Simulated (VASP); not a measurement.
# MgO (k06) (Fm-3m) in VASP: single point with PBEsol

Aim: the single point of MgO (k06) with PBEsol.

All numbers are computed with VASP 6.6.1; they aren't measurements. Logs are shortened: lines on timing, memory, paths and dates and some standing lists are left out, and cuts for length are marked.

**The experiment to reproduce.**

“Electronic structure of alkaline earth and post-transition metal oxides”, 2009, arxiv:0908.1581 quotes, for a bulk crystal of MgO: band gap 7.83 eV.

The runs below are set against these values where they give the same quantity.

**1. The cell of the first run**

Symmetry: Fm-3m, No. 225, cubic system. Conventional cell: a = 4.215 Å, b = 4.215 Å, c = 4.215 Å, α = 90.00°, β = 90.00°, γ = 90.00°. Within 2.8 Å of Mg (site symmetry m-3m) lie 6 O at 2.11 Å. Within 2.8 Å of O (site symmetry m-3m) lie 6 Mg at 2.11 Å.

**2. Single point, PBEsol**

File INCAR:

```
SYSTEM = MgO
PREC = Accurate ; ENCUT = 520
EDIFF = 1E-7 ; ISMEAR = 0
SIGMA = 0.02 ; LREAL = .False.
LASPH = .True. ; NELM = 80
ALGO = Normal ; ISIF = 2
LWAVE = .False. ; LCHARG = .False.
GGA = PS ; NBANDS = 11
```

File KPOINTS:

```
regular mesh
0
Gamma
  14 14 14
  0 0 0
```

File POSCAR:

```
MgO
1.0
    0.0000000000      2.1074622177      2.1074622177
    2.1074622177      0.0000000000      2.1074622177
    2.1074622177      2.1074622177      0.0000000000
Mg O
1 1
Direct
    0.0000000000      0.0000000000      0.0000000000
    0.5000000000      0.5000000000      0.5000000000
```

Potentials or basis: VASP PAW PBE potentials, release 64 (Mg, O).

Command:

```
> cat potpaw_PBE.64/Mg/POTCAR potpaw_PBE.64/O/POTCAR > POTCAR
> mpirun -np 1 vasp_std > vasp.out
```

OUTCAR:

```text
SYSTEM = MgO
   PREC = Accurate
   ENCUT = 520
   EDIFF = 1E-7
   ISMEAR = 0
   LREAL = .False.
   LASPH = .True.
   NELM = 80
   ISIF = 2
   GGA = PS

 ion  position               nearest neighbor table
   1  0.000  0.000  0.000-   2 2.11   2 2.11   2 2.11   2 2.11   2 2.11   2 2.11
   2  0.500  0.500  0.500-   1 2.11   1 2.11   1 2.11   1 2.11   1 2.11   1 2.11

  LATTYP: Found a face centered cubic cell.
 ALAT       =     4.2149244354

  Lattice vectors:

 A1 = (   0.0000000000,   2.1074622177,   2.1074622177)
 A2 = (   2.1074622177,   0.0000000000,   2.1074622177)
 A3 = (   2.1074622177,   2.1074622177,   0.0000000000)

Analysis of symmetry for initial positions (statically):
=====================================================================
 Subroutine PRICEL returns:
 Original cell was already a primitive cell.

 Routine SETGRP: Setting up the symmetry group for a
 face centered cubic supercell.

 Subroutine GETGRP returns: Found 48 space group operations
 (whereof 48 operations were pure point group operations)
 out of a pool of 48 trial point group operations.

The static configuration has the point symmetry O_h .

Analysis of symmetry for dynamics (positions and initial velocities):
=====================================================================
 Subroutine PRICEL returns:
 Original cell was already a primitive cell.

 Routine SETGRP: Setting up the symmetry group for a
 face centered cubic supercell.

 Subroutine GETGRP returns: Found 48 space group operations
 (whereof 48 operations were pure point group operations)
 out of a pool of 48 trial point group operations.

The dynamic configuration has the point symmetry O_h .

 Subroutine INISYM returns: Found 48 space group operations
 (whereof 48 operations are pure point group operations),
 and found     1 'primitive' translations

----------------------------------------------------------------------------------------

                                     Primitive cell

  volume of cell :      18.7202

  direct lattice vectors                    reciprocal lattice vectors
     0.000000000  2.107462218  2.107462218    -0.237252177  0.237252177  0.237252177
     2.107462218  0.000000000  2.107462218     0.237252177 -0.237252177  0.237252177
     2.107462218  2.107462218  0.000000000     0.237252177  0.237252177 -0.237252177

  length of vectors
     2.980401650  2.980401650  2.980401650     0.410932826  0.410932826  0.410932826

  position of ions in fractional coordinates (direct lattice)
     0.000000000  0.000000000  0.000000000
[... 88 lines left out ...]
   PSTRESS=    0.0 pullay stress
   NELECT =       8.0000    total number of electrons
   NUPDOWN=      -1.0000    fix difference up-down
   EMIN   =  10.00;   EMAX   =-10.00  energy-range for DOS
   EFERMI =   0.00;   METHOD = LEGACY
   ISMEAR =     0;   SIGMA  =   0.02  broadening in eV -4-tet -1-fermi 0-gaus
   EFERMI_NEDOS =   21; number of points for ismear=-14 and -15
   IALGO  =     38    algorithm
   IMIX   =      4    mixing-type and parameters
     AMIX     =   0.40;   BMIX     =  1.00
     AMIX_MAG =   1.60;   BMIX_MAG =  1.00
  volume/ion in A,a.u.               =       9.36        63.16
  Fermi-wavevector in a.u.,A,eV,Ry     =   1.233110  2.330239 20.688467  1.520559
  Thomas-Fermi vector in A             =   2.367853
   LORBIT       =      0    0 simple, 1 ext, 2 COOP (PROOUT), +10 PAW based schemes
   GGA     = PS    functional components
   LHFCALC =     F    Hartree Fock is set to
   AEXX    =    0.0000 exact exchange contribution
   IVDW    =     0    specifies the selected vdW correction
   LEPSILON=     F    determine dielectric tensor
   LRPA    =     F    only Hartree local field effects (RPA)
 non-spin polarized calculation
 Gauss-broadening in eV      SIGMA  =   0.02
  energy-cutoff  :      520.00
  volume of cell :       18.72
 maximum number of plane-waves:       531
 NGX is ok and might be reduce to    24
   NGX = 11   NGY = 11   NGZ = 11

 number of electron       8.0000005 magnetization

 Free energy of the ion-electron system (eV)
  ---------------------------------------------------
  ext. energy  EPLUGINS =         0.00000000
  ---------------------------------------------------
  free energy    TOTEN  =       -12.51243808 eV

  energy without entropy =      -12.51243808  energy(sigma->0) =      -12.51243808

 E-fermi :   3.1979     XC(G=0): -11.3005

 val. band max:        3.0519201262   @ k =   0.0000   0.0000   0.0000
 cond. band min:       7.6666344472   @ k =   0.0000   0.0000   0.0000
 fundamental gap:      4.6147143210
 Fermi energy:         3.1979436793

 k-point     1 :       0.0000    0.0000    0.0000
  band No.  band energies     occupation
      1     -14.1434      2.00000
      2       3.0519      2.00000
      3       3.0519      2.00000
      4       3.0519      2.00000
      5       7.6666      0.00000
      6      18.6726      0.00000
      7      18.6726      0.00000
      8      18.6726      0.00000
      9      22.5099      0.00000
     10      24.3910      0.00000
     11      24.3910      0.00000
[... 309 lines left out ...]
 k-point    24 :       0.2857    0.1429    0.0000
  band No.  band energies     occupation
      1     -13.4456      2.00000
      2       0.3761      2.00000
      3       2.4073      2.00000
      4       2.4599      2.00000
      5      10.6478      0.00000
      6      14.7637      0.00000
      7      18.8812      0.00000
      8      19.8886      0.00000
      9      20.9764      0.00000
     10      25.1173      0.00000
     11      27.2416      0.00000

 [... further k-points ...]

------------------------ aborting loop because EDIFF is reached ----------------------------------------

  FORCE on cell =-STRESS in cart. coord.  units (eV):
  Direction    XX          YY          ZZ          XY          YZ          ZX
  --------------------------------------------------------------------------------------
  -------------------------------------------------------------------------------------
  Total       -0.0687839     -0.0687839     -0.0687839      0.0000000      0.0000000      0.0000000
  in kB       -5.8869219     -5.8869219     -5.8869219      0.0000000      0.0000000      0.0000000
  external PRESSURE =      -5.8869219 kB  Pullay stress =       0.0000000 kB

 VOLUME and BASIS-vectors are now :
 -----------------------------------------------------------------------------
  energy-cutoff  :      520.00
  volume of cell :       18.72
      direct lattice vectors                 reciprocal lattice vectors
     0.000000000  2.107462218  2.107462218    -0.237252177  0.237252177  0.237252177
     2.107462218  0.000000000  2.107462218     0.237252177 -0.237252177  0.237252177
     2.107462218  2.107462218  0.000000000     0.237252177  0.237252177 -0.237252177

 POSITION                                       TOTAL-FORCE (eV/Angst)
 -----------------------------------------------------------------------------------
      0.00000      0.00000      0.00000        -0.000000     -0.000000      0.000000
      2.10746      2.10746      2.10746         0.000000      0.000000     -0.000000
 -----------------------------------------------------------------------------------
    total drift:                               -0.000000     -0.000000      0.000000

  FREE ENERGIE OF THE ION-ELECTRON SYSTEM (eV)
  ---------------------------------------------------
  free  energy   TOTEN  =       -12.5124380766 eV

  energy  without entropy=      -12.5124380766  energy(sigma->0) =      -12.51243808
```

OSZICAR:

```text
N       E                     dE             d eps       ncg     rms          rms(c)
DAV:   1     0.122536305586E+02    0.12254E+02   -0.46249E+03  2624   0.646E+02
DAV:   2    -0.133505063204E+02   -0.25604E+02   -0.25088E+02  2607   0.132E+02
DAV:   3    -0.138964260600E+02   -0.54592E+00   -0.54550E+00  2781   0.169E+01
DAV:   4    -0.138976588461E+02   -0.12328E-02   -0.12328E-02  2498   0.923E-01
DAV:   5    -0.138976628536E+02   -0.40075E-05   -0.40075E-05  2672   0.513E-02    0.666E+00
DAV:   6    -0.125486708414E+02    0.13490E+01   -0.76446E+00  2375   0.150E+01    0.219E+00
DAV:   7    -0.125261085326E+02    0.22562E-01   -0.52094E-02  2513   0.205E+00    0.130E+00
DAV:   8    -0.125128278563E+02    0.13281E-01   -0.23809E-02  2390   0.175E+00    0.225E-01
DAV:   9    -0.125125233268E+02    0.30453E-03   -0.38544E-04  2627   0.137E-01    0.139E-01
DAV:  10    -0.125124360288E+02    0.87298E-04   -0.45846E-04  2549   0.158E-01    0.461E-03
DAV:  11    -0.125124376695E+02   -0.16407E-05   -0.44480E-06  2582   0.149E-02    0.350E-03
DAV:  12    -0.125124380470E+02   -0.37744E-06   -0.11579E-07  2036   0.318E-03    0.775E-04
DAV:  13    -0.125124380766E+02   -0.29668E-07   -0.49837E-08  1285   0.153E-03
   1 F= -.12512438E+02 E0= -.12512438E+02  d E =-.871149E-28
```

Run time: 23 s. Hardware: 1 thread of Intel Xeon 8259CL, shared host; peak memory 0.15 GiB.

What came out:

```yaml
Free_energy: -12.5124 eV
Pressure: -0.6 GPa
Band_gap_on_the_k_mesh: 4.61 eV, direct
```

Levels at points of the mesh, in eV from the valence-band top:
| k point | band 1 | band 2 | band 3 | band 4 | band 5 | band 6 | band 7 | band 8 | band 9 |
| --- | --- | --- | --- | --- | --- | --- | --- | --- | --- |
| (0.00, 0.00, 0.00) | -17.20 | 0.00 | 0.00 | 0.00 | 4.61 | 15.62 | 15.62 | 15.62 | 19.46 |
| (0.50, 0.00, 0.00) | -15.89 | -4.67 | -0.66 | -0.66 | 7.73 | 12.48 | 16.16 | 16.16 | 20.73 |
| (0.50, 0.50, 0.00) | -15.62 | -4.14 | -1.36 | -1.36 | 8.92 | 9.85 | 12.95 | 18.81 | 18.81 |

Caveat: the PAW data sets were made with another functional, which shifts forces and pressure a little.

**3. Comparison with measurements**

Step 2. Measured gap of MgO: 7.83 eV (quoted in “Electronic structure of alkaline earth and post-transition metal oxides”, 2009, arxiv:0908.1581). This calculation gives 4.61 eV (-3.22 eV). The value is that of PBEsol on a finite k mesh, which can miss the band edges, without temperature or zero-point motion. Semilocal functionals fall short of measured gaps as a rule.
